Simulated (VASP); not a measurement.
# ZrO2 (Fm-3m) in VASP: single point with PBE

Aim: the single point of ZrO2 with PBE.

All numbers are computed with VASP 6.6.1; they aren't measurements. Logs are shortened: lines on timing, memory, paths and dates and some standing lists are left out, and cuts for length are marked.

## (1) The cell of the first run

It takes space group Fm-3m (No. 225, cubic). The conventional cell has a = 5.281 Å, b = 5.281 Å, c = 5.281 Å, α = 90.00°, β = 90.00°, γ = 90.00°. Within 3.0 Å of Zr (site symmetry m-3m) lie 8 O at 2.29 Å. Within 3.0 Å of O (site symmetry -43m) lie 4 Zr at 2.29 Å and 6 O at 2.64 Å.

## (2) Single point, PBE (12.27 Å³/atom)

The input, INCAR:

```
PREC     = Accurate       # precision mode
ENCUT    = 600            # plane-wave cutoff, eV
EDIFF    = 1E-6           # SCF threshold, eV
ISMEAR   = 0              # smearing method
SIGMA    = 0.02           # smearing width, eV
LREAL    = False          # projectors in reciprocal space
LASPH    = True           # aspherical terms in the spheres
NELM     = 120            # most SCF steps
ALGO     = Normal         # electronic algorithm
ISIF     = 2              # what is computed and relaxed
LWAVE    = False          # write WAVECAR
LCHARG   = False          # write CHGCAR
GGA      = PE             # functional
NBANDS   = 19             # bands
GGA_COMPAT= False
```

The input, KPOINTS:

```
Automatic mesh
0
Gamma
  8 8 8
```

The input, POSCAR:

```
ZrO2
1.0
    0.0000000000      2.6404674508      2.6404674508
    2.6404674508      0.0000000000      2.6404674508
    2.6404674508      2.6404674508      0.0000000000
Zr O
1 2
Direct
    0.0000000000      0.0000000000      0.0000000000
    0.2500000000      0.2500000000      0.2500000000
    0.7500000000      0.7500000000      0.7500000000
```

Potentials or basis: VASP PAW PBE potentials, release 64 (Zr_sv, O).

Run with:

```
cat potpaw_PBE.64/Zr_sv/POTCAR potpaw_PBE.64/O/POTCAR > POTCAR
mpirun -np 1 vasp_std > vasp.out
```

OUTCAR:

```text
PREC = Accurate
   ENCUT = 600
   EDIFF = 1E-6
   ISMEAR = 0
   LREAL = False
   LASPH = True
   NELM = 120
   ISIF = 2
   GGA = PE

 ion  position               nearest neighbor table
   1  0.000  0.000  0.000-   3 2.29   3 2.29   3 2.29   2 2.29   3 2.29   2 2.29   2 2.29   2 2.29

   2  0.250  0.250  0.250-   1 2.29   1 2.29   1 2.29   1 2.29
   3  0.750  0.750  0.750-   1 2.29   1 2.29   1 2.29   1 2.29

  LATTYP: Found a face centered cubic cell.
 ALAT       =     5.2809349016

  Lattice vectors:

 A1 = (   0.0000000000,   2.6404674508,   2.6404674508)
 A2 = (   2.6404674508,   0.0000000000,   2.6404674508)
 A3 = (   2.6404674508,   2.6404674508,   0.0000000000)

Analysis of symmetry for initial positions (statically):
=====================================================================
 Subroutine PRICEL returns:
 Original cell was already a primitive cell.

 Routine SETGRP: Setting up the symmetry group for a
 face centered cubic supercell.

 Subroutine GETGRP returns: Found 48 space group operations
 (whereof 48 operations were pure point group operations)
 out of a pool of 48 trial point group operations.

The static configuration has the point symmetry O_h .

Analysis of symmetry for dynamics (positions and initial velocities):
=====================================================================
 Subroutine PRICEL returns:
 Original cell was already a primitive cell.

 Routine SETGRP: Setting up the symmetry group for a
 face centered cubic supercell.

 Subroutine GETGRP returns: Found 48 space group operations
 (whereof 48 operations were pure point group operations)
 out of a pool of 48 trial point group operations.

The dynamic configuration has the point symmetry O_h .

 Subroutine INISYM returns: Found 48 space group operations
 (whereof 48 operations are pure point group operations),
 and found     1 'primitive' translations

----------------------------------------------------------------------------------------

                                     Primitive cell

  volume of cell :      36.8190

  direct lattice vectors                    reciprocal lattice vectors
     0.000000000  2.640467451  2.640467451    -0.189360410  0.189360410  0.189360410
     2.640467451  0.000000000  2.640467451     0.189360410 -0.189360410  0.189360410
     2.640467451  2.640467451  0.000000000     0.189360410  0.189360410 -0.189360410

  length of vectors
     3.734184880  3.734184880  3.734184880     0.327981852  0.327981852  0.327981852

  position of ions in fractional coordinates (direct lattice)
     0.000000000  0.000000000  0.000000000
     0.250000000  0.250000000  0.250000000
     0.750000000  0.750000000  0.750000000

  ion indices of the primitive-cell ions
   primitive index   ion index
                 1           1
                 2           2
                 3           3

----------------------------------------------------------------------------------------

 KPOINTS: Automatic mesh

Automatic generation of k-mesh.
 Grid dimensions read from file:
 generate k-points for:    8    8    8

 Generating k-lattice:

  Cartesian coordinates                     Fractional coordinates (reciprocal lattice)
    -0.023670051  0.023670051  0.023670051     0.125000000  0.000000000  0.000000000
     0.023670051 -0.023670051  0.023670051     0.000000000  0.125000000  0.000000000
     0.023670051  0.023670051 -0.023670051     0.000000000  0.000000000  0.125000000

  Length of vectors
     0.040997731  0.040997731  0.040997731

  Shift w.r.t. Gamma in fractional coordinates (k-lattice)
     0.000000000  0.000000000  0.000000000

 Subroutine IBZKPT returns following result:
 ===========================================

 Found     29 irreducible k-points:

 Following reciprocal coordinates:
            Coordinates               Weight
  0.000000  0.000000  0.000000      1.000000
  0.125000  0.000000  0.000000      8.000000
  0.250000  0.000000  0.000000      8.000000
  0.375000  0.000000  0.000000      8.000000
  0.500000  0.000000  0.000000      4.000000
  0.125000  0.125000  0.000000      6.000000
[... 16 lines left out ...]
  0.500000  0.250000  0.125000     48.000000
 -0.375000  0.250000  0.125000     24.000000
 [... further k-points ...]
   k-points           NKPTS =     29   k-points in BZ     NKDIM =     29   number of bands    NBANDS=     19
   number of dos      NEDOS =    301   number of ions     NIONS =      3
   total plane-waves  NPLWV =  27000
   dimension x,y,z NGX =    30 NGY =   30 NGZ =   30
   dimension x,y,z NGXF=    60 NGYF=   60 NGZF=   60
   ions per type =               1   2
   NGX,Y,Z   is equivalent  to a cutoff of  13.36, 13.36, 13.36 a.u.
   NGXF,Y,Z  is equivalent  to a cutoff of  26.71, 26.71, 26.71 a.u.
 SYSTEM =  unknown system
   PREC   = accura    normal or accurate (medium, high low for compatibility)
   ISTART =      0    job   : 0-new  1-cont  2-samecut
   ICHARG =      2    charge: 1-file 2-atom 10-const
   ISPIN  =      1    spin polarized calculation?
   LNONCOLLINEAR =      F non collinear calculations
   LSORBIT =      F    spin-orbit coupling
   LASPH  =      T    aspherical Exc in radial PAW
   ENCUT  =  600.0 eV  44.10 Ry    6.64 a.u.   7.46  7.46  7.46*2*pi/ulx,y,z
   NELM   =    120;   NELMIN=  2; NELMDL= -5     # of ELM steps
   EDIFF  = 0.1E-05   stopping-criterion for ELM
   LREAL  =      F    real-space projection
   EDIFFG = 0.1E-04   stopping-criterion for IOM
   NSW    =      0    number of steps for IOM
   IBRION =     -1    ionic relax: 0-MD 1-quasi-New 2-CG
   NFREE  =      0    steps in history (QN), initial steepest desc. (CG)
   ISIF   =      2    stress and relaxation
   ISYM   =      2    0-nonsym 1-usesym 2-fastsym
   POTIM  = 0.5000    time-step for ionic-motion
   TEBEG  =    0.0;   TEEND  =   0.0 temperature during run
   PSTRESS=    0.0 pullay stress
   NELECT =      24.0000    total number of electrons
   NUPDOWN=      -1.0000    fix difference up-down
   EMIN   =  10.00;   EMAX   =-10.00  energy-range for DOS
   EFERMI =   0.00;   METHOD = LEGACY
   ISMEAR =     0;   SIGMA  =   0.02  broadening in eV -4-tet -1-fermi 0-gaus
   EFERMI_NEDOS =   21; number of points for ismear=-14 and -15
   IALGO  =     38    algorithm
   IMIX   =      4    mixing-type and parameters
     AMIX     =   0.40;   BMIX     =  1.00
     AMIX_MAG =   1.60;   BMIX_MAG =  1.00
  volume/ion in A,a.u.               =      12.27        82.82
  Fermi-wavevector in a.u.,A,eV,Ry     =   1.419453  2.682378 27.413665  2.014848
  Thomas-Fermi vector in A             =   2.540472
   LORBIT       =      0    0 simple, 1 ext, 2 COOP (PROOUT), +10 PAW based schemes
   GGA     = PE    functional components
   LHFCALC =     F    Hartree Fock is set to
   AEXX    =    0.0000 exact exchange contribution
   IVDW    =     0    specifies the selected vdW correction
   LEPSILON=     F    determine dielectric tensor
   LRPA    =     F    only Hartree local field effects (RPA)
 non-spin polarized calculation
 Gauss-broadening in eV      SIGMA  =   0.02
  energy-cutoff  :      600.00
  volume of cell :       36.82
 maximum number of plane-waves:      1249
 NGX is ok and might be reduce to    30
   NGX = 15   NGY = 15   NGZ = 15

 number of electron      24.0000009 magnetization

 Free energy of the ion-electron system (eV)
  ---------------------------------------------------
  ext. energy  EPLUGINS =         0.00000000
  ---------------------------------------------------
  free energy    TOTEN  =       -28.37469471 eV

  energy without entropy =      -28.37469471  energy(sigma->0) =      -28.37469471

 E-fermi :   6.1958     XC(G=0): -11.1998

 val. band max:        6.0242622435   @ k =   0.5000   0.5000   0.0000
 cond. band min:       9.0641229682   @ k =   0.0000   0.0000   0.0000
 fundamental gap:      3.0398607247
 Fermi energy:         6.1957866460

 k-point     1 :       0.0000    0.0000    0.0000
  band No.  band energies     occupation
      1     -42.5929      2.00000
      2     -20.3935      2.00000
      3     -20.3935      2.00000
      4     -20.3935      2.00000
      5     -11.6518      2.00000
      6      -9.4946      2.00000
[... 11 lines left out ...]
     18      14.1212      0.00000
     19      19.5488      0.00000

 k-point     2 :       0.1250    0.0000    0.0000
  band No.  band energies     occupation
      1     -42.5892      2.00000
      2     -20.4572      2.00000
      3     -20.3999      2.00000
      4     -20.3999      2.00000
      5     -11.4936      2.00000
      6      -9.6142      2.00000
[... 11 lines left out ...]
     18      13.9409      0.00000
     19      19.1141      0.00000

 k-point     3 :       0.2500    0.0000    0.0000
  band No.  band energies     occupation
      1     -42.5802      2.00000
      2     -20.6047      2.00000
      3     -20.4152      2.00000
      4     -20.4152      2.00000
      5     -11.1297      2.00000
      6      -9.8571      2.00000
[... 11 lines left out ...]
     18      14.1200      0.00000
     19      18.2952      0.00000

 k-point     4 :       0.3750    0.0000    0.0000
  band No.  band energies     occupation
      1     -42.5712      2.00000
      2     -20.7445      2.00000
      3     -20.4304      2.00000
      4     -20.4304      2.00000
      5     -10.8461      2.00000
      6      -9.9824      2.00000
[... 11 lines left out ...]
     18      14.7978      0.00000
     19      18.0643      0.00000

 k-point     5 :       0.5000    0.0000    0.0000
  band No.  band energies     occupation
      1     -42.5674      2.00000
      2     -20.8004      2.00000
      3     -20.4367      2.00000
      4     -20.4367      2.00000
      5     -10.7869      2.00000
      6      -9.9652      2.00000
[... 11 lines left out ...]
     18      14.7092      0.00000
     19      18.4021      0.00000

 k-point     6 :       0.1250    0.1250    0.0000
  band No.  band energies     occupation
      1     -42.5879      2.00000
      2     -20.4637      2.00000
      3     -20.4092      2.00000
      4     -20.4092      2.00000
      5     -11.4378      2.00000
      6      -9.6554      2.00000
[... 11 lines left out ...]
     18      13.8470      0.00000
     19      19.1895      0.00000

 k-point     7 :       0.2500    0.1250    0.0000
  band No.  band energies     occupation
      1     -42.5807      2.00000
      2     -20.5727      2.00000
      3     -20.4267      2.00000
      4     -20.4267      2.00000
      5     -11.1305      2.00000
      6      -9.8631      2.00000
[... 11 lines left out ...]
     18      13.9740      0.00000
     19      18.7866      0.00000

 k-point     8 :       0.3750    0.1250    0.0000
  band No.  band energies     occupation
      1     -42.5717      2.00000
      2     -20.7022      2.00000
      3     -20.4542      2.00000
      4     -20.4419      2.00000
      5     -10.7986      2.00000
      6     -10.0359      2.00000
[... 256 lines left out ...]
 k-point    20 :      -0.3750    0.3750    0.0000
  band No.  band energies     occupation
      1     -42.5597      2.00000
      2     -20.7430      2.00000
      3     -20.6038      2.00000
      4     -20.4797      2.00000
      5     -10.3835      2.00000
      6     -10.1612      2.00000
[... 11 lines left out ...]
     18      17.4763      0.00000
     19      19.4912      0.00000

 k-point    21 :       0.5000    0.5000    0.0000
  band No.  band energies     occupation
      1     -42.5590      2.00000
      2     -20.8323      2.00000
      3     -20.5003      2.00000
      4     -20.5003      2.00000
      5     -10.4470      2.00000
      6     -10.0855      2.00000
[... 11 lines left out ...]
     18      18.1762      0.00000
     19      18.7728      0.00000

 k-point    22 :       0.3750    0.2500    0.1250
  band No.  band energies     occupation
      1     -42.5735      2.00000
      2     -20.6511      2.00000
      3     -20.4805      2.00000
      4     -20.4350      2.00000
      5     -10.8182      2.00000
      6     -10.0484      2.00000
[... 11 lines left out ...]
     18      14.8470      0.00000
     19      18.8739      0.00000

 k-point    23 :       0.5000    0.2500    0.1250
  band No.  band energies     occupation
      1     -42.5662      2.00000
      2     -20.7183      2.00000
      3     -20.5337      2.00000
      4     -20.4523      2.00000
      5     -10.5625      2.00000
      6     -10.1494      2.00000
[... 11 lines left out ...]
     18      15.8274      0.00000
     19      18.8487      0.00000

 k-point    24 :      -0.3750    0.2500    0.1250
  band No.  band energies     occupation
      1     -42.5632      2.00000
      2     -20.7441      2.00000
      3     -20.5556      2.00000
      4     -20.4608      2.00000
      5     -10.5248      2.00000
      6     -10.1147      2.00000
[... 11 lines left out ...]
     18      16.0916      0.00000
     19      18.9541      0.00000

 [... further k-points ...]

------------------------ aborting loop because EDIFF is reached ----------------------------------------

  FORCE on cell =-STRESS in cart. coord.  units (eV):
  Direction    XX          YY          ZZ          XY          YZ          ZX
  --------------------------------------------------------------------------------------
  -------------------------------------------------------------------------------------
  Total       -4.2255160     -4.2255160     -4.2255160      0.0000000      0.0000000     -0.0000000
  in kB     -183.8729645   -183.8729645   -183.8729645      0.0000000      0.0000000     -0.0000000
  external PRESSURE =    -183.8729645 kB  Pullay stress =       0.0000000 kB

 VOLUME and BASIS-vectors are now :
 -----------------------------------------------------------------------------
  energy-cutoff  :      600.00
  volume of cell :       36.82
      direct lattice vectors                 reciprocal lattice vectors
     0.000000000  2.640467451  2.640467451    -0.189360410  0.189360410  0.189360410
     2.640467451  0.000000000  2.640467451     0.189360410 -0.189360410  0.189360410
     2.640467451  2.640467451  0.000000000     0.189360410  0.189360410 -0.189360410

 POSITION                                       TOTAL-FORCE (eV/Angst)
 -----------------------------------------------------------------------------------
      0.00000      0.00000      0.00000         0.000000     -0.000000     -0.000000
      1.32023      1.32023      1.32023         0.000000      0.000000      0.000000
      3.96070      3.96070      3.96070        -0.000000     -0.000000     -0.000000
 -----------------------------------------------------------------------------------
    total drift:                                0.000000     -0.000000      0.000000

  FREE ENERGIE OF THE ION-ELECTRON SYSTEM (eV)
  ---------------------------------------------------
  free  energy   TOTEN  =       -28.3746947074 eV

  energy  without entropy=      -28.3746947074  energy(sigma->0) =      -28.37469471
```

It took 16 s on 1 thread of Intel Xeon 6975P-C (Granite Rapids), shared host; peak memory 0.17 GiB.

Results:

| Item | Value |
| --- | --- |
| Free energy | -28.3747 eV |
| Pressure | -18.4 GPa |
| Band gap on the k mesh | 3.04 eV (least direct gap 3.41 eV) |

Caveat: the cell stands under tension. As with any semilocal functional, this PBE gap is likely too small.
